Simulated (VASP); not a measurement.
Input of a VASP 6.6.1 run:

Contents of POSCAR:

```
ReS
1.0
    2.9755249397      0.0000000000      0.0000000000
    0.0000000000      2.9755249397      0.0000000000
    0.0000000000      0.0000000000      2.9755249397
Re S
1 1
Direct
    0.0000000000      0.0000000000      0.0000000000
    0.5000000000      0.5000000000      0.5000000000
```

Contents of INCAR.step1:

```
SYSTEM = ReS
ALGO     = Normal         ! electronic algorithm
EDIFF    = 1E-4           ! SCF threshold, eV
ENCUT    = 520            ! plane-wave cutoff, eV
GGA      = PE             ! functional
ISMEAR   = 0              ! smearing method
LASPH    = .True.         ! aspherical terms in the spheres
LCHARG   = .False.        ! write CHGCAR
LREAL    = .False.        ! projectors in reciprocal space
LWAVE    = .True.         ! write WAVECAR
NBANDS   = 14             ! bands
NELM     = 80             ! most SCF steps
PREC     = Accurate       ! precision mode
SIGMA    = 0.1            ! smearing width, eV
```

File INCAR.step2:

```
SYSTEM = ReS
ALGO     = Normal         ! electronic algorithm
EDIFF    = 1E-6           ! SCF threshold, eV
ENCUT    = 520            ! plane-wave cutoff, eV
ISIF     = 2              ! what is computed and relaxed
ISMEAR   = 0              ! smearing method
ISTART   = 1            
LASPH    = .True.         ! aspherical terms in the spheres
LCHARG   = .False.        ! write CHGCAR
LMIXTAU  = .True.       
LREAL    = .False.        ! projectors in reciprocal space
LWAVE    = .False.        ! write WAVECAR
METAGGA  = R2SCAN         ! meta-GGA
NBANDS   = 14             ! bands
NELM     = 80             ! most SCF steps
PREC     = Accurate       ! precision mode
SIGMA    = 0.1            ! smearing width, eV
```

KPOINTS

```
k-points
0
Gamma
  14 14 14
  0 0 0
```

Potentials or basis: VASP PAW PBE potentials, release 64 (Re, S).

Launch:

```bash
$ cat potpaw_PBE.64/Re/POTCAR potpaw_PBE.64/S/POTCAR > POTCAR
$ cp INCAR.step1 INCAR
$ mpirun -np 1 vasp_std > vasp.out
$ cp INCAR.step2 INCAR
$ mpirun -np 1 vasp_std > vasp.out
```

Q: Predict the pressure.

A: -2.8 GPa.

Q: What does it give for the band gap on the k mesh?

A: Zero (an odd number of electrons rules out a gap without spin polarisation).

Caveat: the PAW data sets were made with another functional, which shifts forces and pressure a little; spin-orbit coupling is left out, which moves the levels of the heavy elements.
